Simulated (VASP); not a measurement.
# CaO (Pm-3m) in VASP: single point with r2SCAN+rVV10

Aim: the single point of CaO with r2SCAN+rVV10.

All numbers are computed with VASP 6.6.1; they aren't measurements. Logs are shortened: lines on timing, memory, paths and dates and some standing lists are left out, and cuts for length are marked.

### Step 1. The cell of the first run

It takes space group Pm-3m (No. 221, cubic). Conventional cell: a = 2.892 Å, b = 2.892 Å, c = 2.892 Å, α = 90.00°, β = 90.00°, γ = 90.00°. Ca (site symmetry m-3m) has 8 O at 2.50 Å and 6 Ca at 2.89 Å within 3.3 Å. Within 3.3 Å of O (site symmetry m-3m) lie 8 Ca at 2.50 Å and 6 O at 2.89 Å.

### Step 2. Single point, r2SCAN+rVV10

File POSCAR:

```
CaO
1.0
    2.8922195955      0.0000000000      0.0000000000
    0.0000000000      2.8922195955      0.0000000000
    0.0000000000      0.0000000000      2.8922195955
Ca O
1 1
Direct
    0.0000000000      0.0000000000      0.0000000000
    0.5000000000      0.5000000000      0.5000000000
```

File INCAR.step1:

```
SYSTEM = CaO
PREC     = Accurate       ! precision mode
ENCUT    = 520            ! plane-wave cutoff, eV
ISMEAR   = -1             ! smearing method
SIGMA    = 0.03           ! smearing width, eV
LREAL    = .False.        ! projectors in reciprocal space
LASPH    = .True.         ! aspherical terms in the spheres
NELM     = 80             ! most SCF steps
NBANDS   = 15             ! bands
GGA      = PE             ! functional
ALGO     = Normal         ! electronic algorithm
EDIFF    = 1E-4           ! SCF threshold, eV
LWAVE    = .True.         ! write WAVECAR
LCHARG   = .False.        ! write CHGCAR
```

File INCAR.step2:

```
SYSTEM = CaO
PREC     = Accurate       ! precision mode
ENCUT    = 520            ! plane-wave cutoff, eV
EDIFF    = 1E-6           ! SCF threshold, eV
ISMEAR   = -1             ! smearing method
SIGMA    = 0.03           ! smearing width, eV
LREAL    = .False.        ! projectors in reciprocal space
LASPH    = .True.         ! aspherical terms in the spheres
NELM     = 80             ! most SCF steps
ALGO     = Normal         ! electronic algorithm
ISIF     = 2              ! what is computed and relaxed
LWAVE    = .False.        ! write WAVECAR
LCHARG   = .False.        ! write CHGCAR
METAGGA  = R2SCAN         ! meta-GGA
LMIXTAU  = .True.       
LUSE_VDW = .True.       
IVDW_NL  = 2            
BPARAM   = 11.95        
CPARAM   = 0.0093       
NBANDS   = 15             ! bands
ISTART   = 1
```

File KPOINTS:

```
regular mesh
0
Gamma
  10 10 10
  0 0 0
```

Potentials or basis: VASP PAW PBE potentials, release 64 (Ca_sv, O).

The run is started by

```bash
cat potpaw_PBE.64/Ca_sv/POTCAR potpaw_PBE.64/O/POTCAR > POTCAR
cp INCAR.step1 INCAR
mpirun -np 1 vasp_std > vasp.out
cp INCAR.step2 INCAR
mpirun -np 1 vasp_std > vasp.out
```

OUTCAR:

```text
SYSTEM = CaO
   PREC = Accurate
   ENCUT = 520
   EDIFF = 1E-6
   ISMEAR = -1
   LREAL = .False.
   LASPH = .True.
   NELM = 80
   ISIF = 2
   METAGGA = R2SCAN
   IVDW_NL = 2
   BPARAM = 11.95
   ISTART = 1

 ion  position               nearest neighbor table
   1  0.000  0.000  0.000-   2 2.50   2 2.50   2 2.50   2 2.50   2 2.50   2 2.50   2 2.50   2 2.50

   2  0.500  0.500  0.500-   1 2.50   1 2.50   1 2.50   1 2.50   1 2.50   1 2.50   1 2.50   1 2.50

  LATTYP: Found a simple cubic cell.
 ALAT       =     2.8922195955

  Lattice vectors:

 A1 = (   2.8922195955,   0.0000000000,   0.0000000000)
 A2 = (   0.0000000000,   2.8922195955,   0.0000000000)
 A3 = (   0.0000000000,   0.0000000000,   2.8922195955)

Analysis of symmetry for initial positions (statically):
=====================================================================
 Subroutine PRICEL returns:
 Original cell was already a primitive cell.

 Routine SETGRP: Setting up the symmetry group for a
 simple cubic supercell.

 Subroutine GETGRP returns: Found 48 space group operations
 (whereof 48 operations were pure point group operations)
 out of a pool of 48 trial point group operations.

The static configuration has the point symmetry O_h .

Analysis of symmetry for dynamics (positions and initial velocities):
=====================================================================
 Subroutine PRICEL returns:
 Original cell was already a primitive cell.

 Routine SETGRP: Setting up the symmetry group for a
 simple cubic supercell.

 Subroutine GETGRP returns: Found 48 space group operations
 (whereof 48 operations were pure point group operations)
 out of a pool of 48 trial point group operations.

The dynamic configuration has the point symmetry O_h .

 Subroutine INISYM returns: Found 48 space group operations
 (whereof 48 operations are pure point group operations),
 and found     1 'primitive' translations

----------------------------------------------------------------------------------------

                                     Primitive cell

  volume of cell :      24.1932

  direct lattice vectors                    reciprocal lattice vectors
     2.892219595  0.000000000  0.000000000     0.345755212  0.000000000  0.000000000
     0.000000000  2.892219595  0.000000000     0.000000000  0.345755212  0.000000000
     0.000000000  0.000000000  2.892219595     0.000000000  0.000000000  0.345755212

  length of vectors
     2.892219595  2.892219595  2.892219595     0.345755212  0.345755212  0.345755212

  position of ions in fractional coordinates (direct lattice)
     0.000000000  0.000000000  0.000000000
     0.500000000  0.500000000  0.500000000

  ion indices of the primitive-cell ions
   primitive index   ion index
                 1           1
                 2           2

----------------------------------------------------------------------------------------

 KPOINTS: regular mesh

Automatic generation of k-mesh.
 Grid dimensions read from file:
 generate k-points for:   10   10   10

 Generating k-lattice:

  Cartesian coordinates                     Fractional coordinates (reciprocal lattice)
     0.034575521  0.000000000  0.000000000     0.100000000  0.000000000  0.000000000
     0.000000000  0.034575521  0.000000000     0.000000000  0.100000000  0.000000000
     0.000000000  0.000000000  0.034575521     0.000000000  0.000000000  0.100000000

  Length of vectors
     0.034575521  0.034575521  0.034575521

  Shift w.r.t. Gamma in fractional coordinates (k-lattice)
     0.000000000  0.000000000  0.000000000

 Subroutine IBZKPT returns following result:
 ===========================================

 Found     56 irreducible k-points:

 Following reciprocal coordinates:
            Coordinates               Weight
  0.000000  0.000000  0.000000      1.000000
  0.100000  0.000000  0.000000      6.000000
  0.200000  0.000000  0.000000      6.000000
  0.300000  0.000000  0.000000      6.000000
  0.400000  0.000000  0.000000      6.000000
  0.500000  0.000000  0.000000      3.000000
[... 16 lines left out ...]
  0.200000  0.100000  0.100000     24.000000
  0.300000  0.100000  0.100000     24.000000
 [... further k-points ...]
   k-points           NKPTS =     56   k-points in BZ     NKDIM =     56   number of bands    NBANDS=     15
   number of dos      NEDOS =    301   number of ions     NIONS =      2
   total plane-waves  NPLWV =  13824
   dimension x,y,z NGX =    24 NGY =   24 NGZ =   24
   dimension x,y,z NGXF=    48 NGYF=   48 NGZF=   48
   ions per type =               1   1
   NGX,Y,Z   is equivalent  to a cutoff of  13.80, 13.80, 13.80 a.u.
   NGXF,Y,Z  is equivalent  to a cutoff of  27.59, 27.59, 27.59 a.u.
 SYSTEM =  CaO
   PREC   = accura    normal or accurate (medium, high low for compatibility)
   ISTART =      1    job   : 0-new  1-cont  2-samecut
   ICHARG =      0    charge: 1-file 2-atom 10-const
   ISPIN  =      1    spin polarized calculation?
   LNONCOLLINEAR =      F non collinear calculations
   LSORBIT =      F    spin-orbit coupling
   LASPH  =      T    aspherical Exc in radial PAW
   ENCUT  =  520.0 eV  38.22 Ry    6.18 a.u.   5.38  5.38  5.38*2*pi/ulx,y,z
   NELM   =     80;   NELMIN=  2; NELMDL=  0     # of ELM steps
   EDIFF  = 0.1E-05   stopping-criterion for ELM
   LREAL  =      F    real-space projection
   EDIFFG = 0.1E-04   stopping-criterion for IOM
   NSW    =      0    number of steps for IOM
   IBRION =     -1    ionic relax: 0-MD 1-quasi-New 2-CG
   NFREE  =      0    steps in history (QN), initial steepest desc. (CG)
   ISIF   =      2    stress and relaxation
   ISYM   =      2    0-nonsym 1-usesym 2-fastsym
   POTIM  = 0.5000    time-step for ionic-motion
   TEBEG  =    0.0;   TEEND  =   0.0 temperature during run
   PSTRESS=    0.0 pullay stress
   NELECT =      16.0000    total number of electrons
   NUPDOWN=      -1.0000    fix difference up-down
   EMIN   =  10.00;   EMAX   =-10.00  energy-range for DOS
   EFERMI =   0.00;   METHOD = LEGACY
   ISMEAR =    -1;   SIGMA  =   0.03  broadening in eV -4-tet -1-fermi 0-gaus
   EFERMI_NEDOS =   21; number of points for ismear=-14 and -15
   IALGO  =     38    algorithm
   IMIX   =      4    mixing-type and parameters
     AMIX     =   0.40;   BMIX     =  1.00
     AMIX_MAG =   1.60;   BMIX_MAG =  1.00
  volume/ion in A,a.u.               =      12.10        81.63
  Fermi-wavevector in a.u.,A,eV,Ry     =   1.426320  2.695353 27.679529  2.034388
  Thomas-Fermi vector in A             =   2.546609
   LORBIT       =      0    0 simple, 1 ext, 2 COOP (PROOUT), +10 PAW based schemes
   METAGGA = R2SCAN    functional components
   LHFCALC =     F    Hartree Fock is set to
   AEXX    =    0.0000 exact exchange contribution
   IVDW_NL    =     2    kernel type
   BPARAM     =11.9500
   IVDW    =     0    specifies the selected vdW correction
   LEPSILON=     F    determine dielectric tensor
   LRPA    =     F    only Hartree local field effects (RPA)
 non-spin polarized calculation
  energy-cutoff  :      520.00
  volume of cell :       24.19
 maximum number of plane-waves:       672
 NGX is ok and might be reduce to    24
   NGX = 11   NGY = 11   NGZ = 11

 number of electron      15.9999999 magnetization

 Free energy of the ion-electron system (eV)
  ---------------------------------------------------
  ext. energy  EPLUGINS =         0.00000000
  ---------------------------------------------------
  free energy    TOTEN  =       -18.11801668 eV

  energy without entropy =      -18.11801668  energy(sigma->0) =      -18.11801668

 E-fermi :   4.5406     XC(G=0): -12.0116

 val. band max:        3.9688312192   @ k =   0.5000   0.5000   0.0000
 cond. band min:       7.2245170244   @ k =   0.0000   0.0000   0.0000
 fundamental gap:      3.2556858052
 Fermi energy:         4.5405844250

 k-point     1 :       0.0000    0.0000    0.0000
  band No.  band energies     occupation
      1     -36.7830      2.00000
      2     -16.3402      2.00000
      3     -16.3402      2.00000
      4     -16.3402      2.00000
      5     -13.4769      2.00000
      6       3.6666      2.00000
      7       3.6666      2.00000
      8       3.6666      2.00000
      9       7.2245      0.00000
     10       7.2245      0.00000
     11      10.1684      0.00000
     12      13.1230      0.00000
     13      13.1230      0.00000
     14      13.1230      0.00000
     15      24.3258      0.00000

 k-point     2 :       0.1000    0.0000    0.0000
  band No.  band energies     occupation
      1     -36.7665      2.00000
      2     -16.5424      2.00000
      3     -16.3277      2.00000
      4     -16.3277      2.00000
      5     -13.3149      2.00000
      6       3.1652      2.00000
      7       3.6198      2.00000
      8       3.6198      2.00000
      9       7.3083      0.00000
     10       7.6939      0.00000
     11      10.5962      0.00000
     12      13.0801      0.00000
     13      13.0801      0.00000
     14      13.1518      0.00000
     15      23.6811      0.00000

 k-point     3 :       0.2000    0.0000    0.0000
  band No.  band energies     occupation
      1     -36.7229      2.00000
      2     -17.0013      2.00000
      3     -16.2947      2.00000
      4     -16.2947      2.00000
      5     -12.9501      2.00000
      6       2.1306      2.00000
      7       3.4952      2.00000
      8       3.4952      2.00000
      9       7.5392      0.00000
     10       8.8221      0.00000
     11      11.6241      0.00000
     12      12.9866      0.00000
     13      12.9866      0.00000
     14      13.2282      0.00000
     15      22.2774      0.00000

 k-point     4 :       0.3000    0.0000    0.0000
  band No.  band energies     occupation
      1     -36.6684      2.00000
      2     -17.4846      2.00000
      3     -16.2536      2.00000
      4     -16.2536      2.00000
      5     -12.5637      2.00000
      6       1.1095      2.00000
      7       3.3371      2.00000
      8       3.3371      2.00000
      9       7.8515      0.00000
     10      10.2298      0.00000
     11      12.8930      0.00000
     12      12.9056      0.00000
     13      12.9056      0.00000
     14      13.3249      0.00000
     15      20.8435      0.00000
[... 307 lines left out ...]
 k-point    22 :       0.1000    0.1000    0.1000
  band No.  band energies     occupation
      1     -36.7339      2.00000
      2     -16.6400      2.00000
      3     -16.4269      2.00000
      4     -16.4269      2.00000
      5     -13.0677      2.00000
      6       2.9331      2.00000
      7       3.2720      2.00000
      8       3.2720      2.00000
      9       8.0039      0.00000
     10       8.0039      0.00000
     11      11.1584      0.00000
     12      12.8776      0.00000
     13      12.8776      0.00000
     14      13.4419      0.00000
     15      23.5319      0.00000

 k-point    23 :       0.2000    0.1000    0.1000
  band No.  band energies     occupation
      1     -36.6912      2.00000
      2     -16.9714      2.00000
      3     -16.4523      2.00000
      4     -16.3915      2.00000
      5     -12.8097      2.00000
      6       2.1747      2.00000
      7       3.1592      2.00000
      8       3.1945      2.00000
      9       8.1490      0.00000
     10       9.0676      0.00000
     11      11.5989      0.00000
     12      12.8007      0.00000
     13      12.8042      0.00000
     14      13.6461      0.00000
     15      22.6703      0.00000

 k-point    24 :       0.3000    0.1000    0.1000
  band No.  band energies     occupation
      1     -36.6377      2.00000
      2     -17.4084      2.00000
      3     -16.3961      2.00000
      4     -16.3473      2.00000
      5     -12.5358      2.00000
      6       1.2815      2.00000
      7       3.0113      2.00000
      8       3.2320      2.00000
      9       8.3507      0.00000
     10      10.3907      0.00000
     11      11.7111      0.00000
     12      12.7497      0.00000
     13      12.9791      0.00000
     14      14.1672      0.00000
     15      21.5852      0.00000

 [... further k-points ...]

------------------------ aborting loop because EDIFF is reached ----------------------------------------

  FORCE on cell =-STRESS in cart. coord.  units (eV):
  Direction    XX          YY          ZZ          XY          YZ          ZX
  --------------------------------------------------------------------------------------
  -------------------------------------------------------------------------------------
  Total        0.1712108      0.1712108      0.1712108      0.0000000      0.0000000      0.0000000
  in kB       11.3383004     11.3383004     11.3383004      0.0000000      0.0000000      0.0000000
  external PRESSURE =      11.3383004 kB  Pullay stress =       0.0000000 kB

 VOLUME and BASIS-vectors are now :
 -----------------------------------------------------------------------------
  energy-cutoff  :      520.00
  volume of cell :       24.19
      direct lattice vectors                 reciprocal lattice vectors
     2.892219595  0.000000000  0.000000000     0.345755212  0.000000000  0.000000000
     0.000000000  2.892219595  0.000000000     0.000000000  0.345755212  0.000000000
     0.000000000  0.000000000  2.892219595     0.000000000  0.000000000  0.345755212

 POSITION                                       TOTAL-FORCE (eV/Angst)
 -----------------------------------------------------------------------------------
      0.00000      0.00000      0.00000         0.000000      0.000000      0.000000
      1.44611      1.44611      1.44611         0.000000      0.000000      0.000000
 -----------------------------------------------------------------------------------
    total drift:                                0.000000      0.000000     -0.000000

  FREE ENERGIE OF THE ION-ELECTRON SYSTEM (eV)
  ---------------------------------------------------
  free  energy   TOTEN  =       -18.1180166831 eV

  energy  without entropy=      -18.1180166830  energy(sigma->0) =      -18.11801668
```

It took 64 s on 1 thread of AMD EPYC 7R13 (Zen 3), shared host; peak memory 0.2 GiB.

Results:

```
Free energy            : -18.1180 eV
Pressure               : 1.1 GPa
Band gap on the k mesh : 3.26 eV, indirect (least direct gap 3.56 eV)
```

Caveat: the PAW data sets were made with another functional, which shifts forces and pressure a little. A k mesh can miss the band edges.
